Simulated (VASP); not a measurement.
# Sn (Pm-3n) in VASP: relaxation of cell and atoms with BLYP

Aim: the relaxation of cell and atoms of Sn with BLYP.

Everything below comes from runs of VASP 6.6.1. Logs are shortened: lines on timing, memory, paths and dates and some standing lists are left out, and cuts for length are marked.

### 1 The cell of the first run

Symmetry: Pm-3n, No. 223, cubic system. Conventional cell: a = 6.076 Å, b = 6.076 Å, c = 6.076 Å, α = 90.00°, β = 90.00°, γ = 90.00°. Within 4.5 Å of Sn (site symmetry m-3) lie 12 Sn at 3.40 Å. Within 4.0 Å of Sn (site symmetry -4m2) lie 14 Sn at 3.04 to 3.72 Å.

### 2 Relaxation of cell and atoms, BLYP

Contents of INCAR:

```
AGGAC = 1.0
AGGAX = 1.0
ALDAC = 0.0
ALDAX = 1.0
ALGO = Normal
EDIFF = 1E-7
EDIFFG = -0.01
ENCUT = 600
GGA = B5
IBRION = 2
ISIF = 3
ISMEAR = -1
LASPH = True
LCHARG = False
LREAL = False
LWAVE = False
NELM = 100
NSW = 80
PREC = Accurate
SIGMA = 0.1
```

Contents of KPOINTS:

```
k-points
0
Gamma
  4 4 4
```

Contents of POSCAR:

```
Sn
1.0
    6.0756993416      0.0000000000      0.0000000000
    0.0000000000      6.0756993416      0.0000000000
    0.0000000000      0.0000000000      6.0756993416
Sn
8
Direct
    0.0000000000      0.0000000000      0.0000000000
    0.5000000000      0.5000000000      0.5000000000
    0.2500000000      0.0000000000      0.5000000000
    0.7500000000      0.0000000000      0.5000000000
    0.5000000000      0.2500000000      0.0000000000
    0.5000000000      0.7500000000      0.0000000000
    0.0000000000      0.5000000000      0.2500000000
    0.0000000000      0.5000000000      0.7500000000
```

Potentials or basis: VASP PAW PBE potentials, release 64 (Sn_d).

On the command line:

```bash
cat potpaw_PBE.64/Sn_d/POTCAR > POTCAR
mpirun -np 1 vasp_std > vasp.out
```

OUTCAR:

```text
EDIFF = 1E-7
   EDIFFG = -0.01
   ENCUT = 600
   GGA = B5
   IBRION = 2
   ISIF = 3
   ISMEAR = -1
   LASPH = True
   LREAL = False
   NELM = 100
   NSW = 80
   PREC = Accurate

 ion  position               nearest neighbor table
   1  0.000  0.000  0.000-   3 3.40   4 3.40   5 3.40   6 3.40   7 3.40   8 3.40   3 3.40   4 3.40
                             7 3.40   8 3.40   5 3.40   6 3.40
   2  0.500  0.500  0.500-   3 3.40   4 3.40   5 3.40   6 3.40   7 3.40   8 3.40   5 3.40   6 3.40
                             3 3.40   4 3.40   7 3.40   8 3.40
   3  0.250  0.000  0.500-   4 3.04   4 3.04   1 3.40   1 3.40   2 3.40   2 3.40   8 3.72   7 3.72
                             8 3.72   7 3.72   6 3.72   5 3.72   5 3.72   6 3.72
   4  0.750  0.000  0.500-   3 3.04   3 3.04   1 3.40   1 3.40   2 3.40   2 3.40   8 3.72   7 3.72
                             8 3.72   7 3.72   6 3.72   5 3.72   5 3.72   6 3.72
   5  0.500  0.250  0.000-   6 3.04   6 3.04   1 3.40   2 3.40   2 3.40   1 3.40   8 3.72   7 3.72
                             7 3.72   8 3.72   3 3.72   4 3.72   3 3.72   4 3.72
   6  0.500  0.750  0.000-   5 3.04   5 3.04   1 3.40   2 3.40   2 3.40   1 3.40   8 3.72   7 3.72
                             7 3.72   8 3.72   3 3.72   4 3.72   3 3.72   4 3.72
   7  0.000  0.500  0.250-   8 3.04   8 3.04   1 3.40   2 3.40   1 3.40   2 3.40   3 3.72   4 3.72
                             5 3.72   3 3.72   4 3.72   6 3.72   5 3.72   6 3.72
   8  0.000  0.500  0.750-   7 3.04   7 3.04   1 3.40   2 3.40   1 3.40   2 3.40   3 3.72   4 3.72
                             5 3.72   3 3.72   4 3.72   6 3.72   5 3.72   6 3.72

  LATTYP: Found a simple cubic cell.
 ALAT       =     6.0756993416

  Lattice vectors:

 A1 = (   6.0756993416,   0.0000000000,   0.0000000000)
 A2 = (   0.0000000000,   6.0756993416,   0.0000000000)
 A3 = (   0.0000000000,   0.0000000000,   6.0756993416)

Analysis of symmetry for initial positions (statically):
=====================================================================
 Subroutine PRICEL returns:
 Original cell was already a primitive cell.

 Routine SETGRP: Setting up the symmetry group for a
 simple cubic supercell.

 Subroutine GETGRP returns: Found 48 space group operations
 (whereof 24 operations were pure point group operations)
 out of a pool of 48 trial point group operations.

The static configuration has the point symmetry T_h .
 The point group associated with its full space group is O_h .

Analysis of symmetry for dynamics (positions and initial velocities):
=====================================================================
 Subroutine PRICEL returns:
 Original cell was already a primitive cell.

 Routine SETGRP: Setting up the symmetry group for a
 simple cubic supercell.

 Subroutine GETGRP returns: Found 48 space group operations
 (whereof 24 operations were pure point group operations)
 out of a pool of 48 trial point group operations.

The dynamic configuration has the point symmetry T_h .
 The point group associated with its full space group is O_h .

 Subroutine INISYM returns: Found 48 space group operations
 (whereof 24 operations are pure point group operations),
 and found     1 'primitive' translations

----------------------------------------------------------------------------------------

                                     Primitive cell

  volume of cell :     224.2791

  direct lattice vectors                    reciprocal lattice vectors
     6.075699342  0.000000000  0.000000000     0.164590106  0.000000000  0.000000000
     0.000000000  6.075699342  0.000000000     0.000000000  0.164590106  0.000000000
     0.000000000  0.000000000  6.075699342     0.000000000  0.000000000  0.164590106

  length of vectors
     6.075699342  6.075699342  6.075699342     0.164590106  0.164590106  0.164590106

  position of ions in fractional coordinates (direct lattice)
     0.000000000  0.000000000  0.000000000
     0.500000000  0.500000000  0.500000000
     0.250000000  0.000000000  0.500000000
     0.750000000  0.000000000  0.500000000
     0.500000000  0.250000000  0.000000000
     0.500000000  0.750000000  0.000000000
     0.000000000  0.500000000  0.250000000
     0.000000000  0.500000000  0.750000000

  ion indices of the primitive-cell ions
   primitive index   ion index
                 1           1
                 2           2
                 3           3
                 4           4
                 5           5
                 6           6
                 7           7
                 8           8

----------------------------------------------------------------------------------------

 KPOINTS: k-points

Automatic generation of k-mesh.
 Grid dimensions read from file:
 generate k-points for:    4    4    4

 Generating k-lattice:

  Cartesian coordinates                     Fractional coordinates (reciprocal lattice)
     0.041147527  0.000000000  0.000000000     0.250000000  0.000000000  0.000000000
     0.000000000  0.041147527  0.000000000     0.000000000  0.250000000  0.000000000
     0.000000000  0.000000000  0.041147527     0.000000000  0.000000000  0.250000000

  Length of vectors
     0.041147527  0.041147527  0.041147527

  Shift w.r.t. Gamma in fractional coordinates (k-lattice)
     0.000000000  0.000000000  0.000000000

 Subroutine IBZKPT returns following result:
 ===========================================

 Found     10 irreducible k-points:

 Following reciprocal coordinates:
            Coordinates               Weight
  0.000000  0.000000  0.000000      1.000000
  0.250000  0.000000  0.000000      6.000000
  0.500000  0.000000  0.000000      3.000000
  0.250000  0.250000  0.000000     12.000000
  0.500000  0.250000  0.000000     12.000000
  0.500000  0.500000  0.000000      3.000000
  0.250000  0.250000  0.250000      8.000000
  0.500000  0.250000  0.250000     12.000000
  0.500000  0.500000  0.250000      6.000000
  0.500000  0.500000  0.500000      1.000000
   k-points           NKPTS =     10   k-points in BZ     NKDIM =     10   number of bands    NBANDS=     67
   number of dos      NEDOS =    301   number of ions     NIONS =      8
   total plane-waves  NPLWV = 125000
   dimension x,y,z NGX =    50 NGY =   50 NGZ =   50
   dimension x,y,z NGXF=   100 NGYF=  100 NGZF=  100
   ions per type =               8
   NGX,Y,Z   is equivalent  to a cutoff of  13.68, 13.68, 13.68 a.u.
   NGXF,Y,Z  is equivalent  to a cutoff of  27.36, 27.36, 27.36 a.u.
 SYSTEM =  unknown system
   PREC   = accura    normal or accurate (medium, high low for compatibility)
   ISTART =      0    job   : 0-new  1-cont  2-samecut
   ICHARG =      2    charge: 1-file 2-atom 10-const
   ISPIN  =      1    spin polarized calculation?
   LNONCOLLINEAR =      F non collinear calculations
   LSORBIT =      F    spin-orbit coupling
   LASPH  =      T    aspherical Exc in radial PAW
   ENCUT  =  600.0 eV  44.10 Ry    6.64 a.u.  12.13 12.13 12.13*2*pi/ulx,y,z
   NELM   =    100;   NELMIN=  2; NELMDL= -5     # of ELM steps
   EDIFF  = 0.1E-06   stopping-criterion for ELM
   LREAL  =      F    real-space projection
   EDIFFG = -.1E-01   stopping-criterion for IOM
   NSW    =     80    number of steps for IOM
   IBRION =      2    ionic relax: 0-MD 1-quasi-New 2-CG
   NFREE  =      1    steps in history (QN), initial steepest desc. (CG)
   ISIF   =      3    stress and relaxation
   ISYM   =      2    0-nonsym 1-usesym 2-fastsym
   POTIM  = 0.5000    time-step for ionic-motion
   TEBEG  =    0.0;   TEEND  =   0.0 temperature during run
   PSTRESS=    0.0 pullay stress
   NELECT =     112.0000    total number of electrons
   NUPDOWN=      -1.0000    fix difference up-down
   EMIN   =  10.00;   EMAX   =-10.00  energy-range for DOS
   EFERMI =   0.00;   METHOD = LEGACY
   ISMEAR =    -1;   SIGMA  =   0.10  broadening in eV -4-tet -1-fermi 0-gaus
   EFERMI_NEDOS =   21; number of points for ismear=-14 and -15
   IALGO  =     38    algorithm
   IMIX   =      4    mixing-type and parameters
     AMIX     =   0.40;   BMIX     =  1.00
     AMIX_MAG =   1.60;   BMIX_MAG =  1.00
  volume/ion in A,a.u.               =      28.03       189.19
  Fermi-wavevector in a.u.,A,eV,Ry     =   1.298827  2.454427 22.952361  1.686951
  Thomas-Fermi vector in A             =   2.430130
   LORBIT       =      0    0 simple, 1 ext, 2 COOP (PROOUT), +10 PAW based schemes
   GGA     = B5    functional components
   LHFCALC =     F    Hartree Fock is set to
   AEXX    =    0.0000 exact exchange contribution
   IVDW    =     0    specifies the selected vdW correction
   LEPSILON=     F    determine dielectric tensor
   LRPA    =     F    only Hartree local field effects (RPA)
 conjugate gradient relaxation of ions
 non-spin polarized calculation
  energy-cutoff  :      600.00
  volume of cell :      224.28
 maximum number of plane-waves:      7568
 NGX is ok and might be reduce to    50
   NGX = 25   NGY = 25   NGZ = 25

--------------------------------------- Ionic step        1  -------------------------------------------

 number of electron     111.9999992 magnetization

 Free energy of the ion-electron system (eV)
  ---------------------------------------------------
  ext. energy  EPLUGINS =         0.00000000
  ---------------------------------------------------
  free energy    TOTEN  =       -22.74569373 eV

  energy without entropy =      -22.54185973  energy(sigma->0) =      -22.64377673

------------------------ aborting loop because EDIFF is reached ----------------------------------------

  FORCE on cell =-STRESS in cart. coord.  units (eV):
  Direction    XX          YY          ZZ          XY          YZ          ZX
  --------------------------------------------------------------------------------------
  -------------------------------------------------------------------------------------
  Total        7.9351381      7.9351381      7.9351381     -0.0000000      0.0000000     -0.0000000
  in kB       56.6860566     56.6860566     56.6860566     -0.0000000      0.0000000     -0.0000000
  external PRESSURE =      56.6860566 kB  Pullay stress =       0.0000000 kB

 VOLUME and BASIS-vectors are now :
 -----------------------------------------------------------------------------
  energy-cutoff  :      600.00
  volume of cell :      224.28
      direct lattice vectors                 reciprocal lattice vectors
     6.075699342  0.000000000  0.000000000     0.164590106  0.000000000  0.000000000
     0.000000000  6.075699342  0.000000000     0.000000000  0.164590106  0.000000000
     0.000000000  0.000000000  6.075699342     0.000000000  0.000000000  0.164590106
[... 43 lines left out ...]
 POSITION                                       TOTAL-FORCE (eV/Angst)
 -----------------------------------------------------------------------------------
      6.36643     -0.00000     -0.00000         0.000000     -0.000000      0.000000
      3.18322      3.18322      3.18322         0.000000     -0.000000      0.000000
      1.59161      6.36643      3.18322         0.000000      0.000000      0.000000
      4.77482     -0.00000      3.18322        -0.000000      0.000000     -0.000000
      3.18322      1.59161      0.00000         0.000000      0.000000     -0.000000
      3.18322      4.77482      6.36643        -0.000000     -0.000000      0.000000
      6.36643      3.18322      1.59161        -0.000000     -0.000000     -0.000000
      6.36643      3.18322      4.77482         0.000000     -0.000000      0.000000
 -----------------------------------------------------------------------------------
    total drift:                                0.000000     -0.000000     -0.000000

  FREE ENERGIE OF THE ION-ELECTRON SYSTEM (eV)
  ---------------------------------------------------
  free  energy   TOTEN  =       -23.2318102124 eV

  energy  without entropy=      -23.0200686556  energy(sigma->0) =      -23.12593943

--------------------------------------- Ionic step        3  -------------------------------------------

 number of electron     112.0000117 magnetization

 Free energy of the ion-electron system (eV)
  ---------------------------------------------------
  ext. energy  EPLUGINS =         0.00000000
  ---------------------------------------------------
  free energy    TOTEN  =       -23.23483379 eV

  energy without entropy =      -23.02440269  energy(sigma->0) =      -23.12961824

 E-fermi :   6.8184     XC(G=0):  -9.0245

 val. band max:        6.7840774039   @ k =   0.5000   0.2500   0.2500
 cond. band min:       6.8454963359   @ k =   0.2500   0.0000   0.0000
 fundamental gap:      0.0614189320
 Fermi energy:         6.8183995523

 k-point     1 :       0.0000    0.0000    0.0000
  band No.  band energies     occupation
      1     -14.8030      2.00000
      2     -14.7974      2.00000
      3     -14.7974      2.00000
      4     -14.7233      2.00000
      5     -14.7233      2.00000
      6     -14.7233      2.00000
[... 711 lines left out ...]
 POSITION                                       TOTAL-FORCE (eV/Angst)
 -----------------------------------------------------------------------------------
     -0.00000      0.00000      0.00000         0.000000      0.000000      0.000000
      3.17112      3.17112      3.17112        -0.000000      0.000000      0.000000
      1.58556     -0.00000      3.17112         0.000000      0.000000      0.000000
      4.75669     -0.00000      3.17112        -0.000000     -0.000000     -0.000000
      3.17112      1.58556      0.00000         0.000000     -0.000000     -0.000000
      3.17112      4.75669      0.00000        -0.000000      0.000000      0.000000
     -0.00000      3.17112      1.58556         0.000000      0.000000     -0.000000
     -0.00000      3.17112      4.75669        -0.000000     -0.000000      0.000000
 -----------------------------------------------------------------------------------
    total drift:                                0.000000     -0.000000     -0.000000

  FREE ENERGIE OF THE ION-ELECTRON SYSTEM (eV)
  ---------------------------------------------------
  free  energy   TOTEN  =       -23.2348337889 eV

  energy  without entropy=      -23.0244026871  energy(sigma->0) =      -23.12961824

 reached required accuracy - stopping structural energy minimisation
```

It took 20 min on 1 thread of Intel Xeon 8259CL, shared host; peak memory 0.43 GiB.

Results:

- Free energy: -23.2348 eV
- Relaxed volume: 31.89 Å³/atom
- Relaxed cell: a = 6.342 Å, b = 6.342 Å, c = 6.342 Å, α = 90.00°, β = 90.00°, γ = 90.00°
- Space group after relaxing (to 0.1 Å): Pm-3n (No. 223)
- Energy gained by relaxing: 61.1 meV/atom
- Ionic steps: 3
- Pressure after relaxing: 0.0 GPa
- Band gap on the k mesh: zero (bands 56 and 57 overlap by 0.78 eV)

The path:
```tsv
step	energy change (eV)	largest force (eV/Å)	pressure (GPa)	volume (Å³)
1	0.0000	0.0000	5.67	224.28
2	-0.4861	0.0000	-0.36	258.04
3	-0.4891	0.0000	0.01	255.11
```

Final structure:
```yaml
crystal:
  lattice:
    - [6.34225, 0.00000, 0.00000]
    - [0.00000, 6.34225, 0.00000]
    - [0.00000, 0.00000, 6.34225]
  atoms:
    - { symbol: Sn, position: [0.00000, 0.00000, 0.00000] }
    - { symbol: Sn, position: [0.50000, 0.50000, 0.50000] }
    - { symbol: Sn, position: [0.25000, 0.00000, 0.50000] }
    - { symbol: Sn, position: [0.75000, 0.00000, 0.50000] }
    - { symbol: Sn, position: [0.50000, 0.25000, 0.00000] }
    - { symbol: Sn, position: [0.50000, 0.75000, 0.00000] }
    - { symbol: Sn, position: [0.00000, 0.50000, 0.25000] }
    - { symbol: Sn, position: [0.00000, 0.50000, 0.75000] }
```

Levels at points of the mesh, in eV from the Fermi level:
| k point | band 52 | band 53 | band 54 | band 55 | band 56 | band 57 | band 58 | band 59 | band 60 | band 61 |
| --- | --- | --- | --- | --- | --- | --- | --- | --- | --- | --- |
| (0.00, 0.00, 0.00) | -2.55 | -2.55 | -1.18 | -1.18 | -1.18 | -0.43 | -0.09 | -0.09 | -0.09 | 2.13 |
| (0.50, 0.00, 0.00) | -2.31 | -1.53 | -1.53 | -0.48 | -0.48 | 0.27 | 0.27 | 0.74 | 0.74 | 1.78 |
| (0.50, 0.50, 0.00) | -1.98 | -0.55 | -0.39 | 0.10 | 0.10 | 0.33 | 0.33 | 1.00 | 1.26 | 1.95 |
| (0.50, 0.50, 0.50) | -0.26 | -0.26 | -0.26 | 0.15 | 0.15 | 1.56 | 1.56 | 1.56 | 1.56 | 1.57 |

Caveat: the PAW data sets were made with another functional, which shifts forces and pressure a little; spin-orbit coupling is left out, which moves the levels of the heavy elements.

The gap in the log of VASP goes by the Fermi energy; the results here count the filled bands.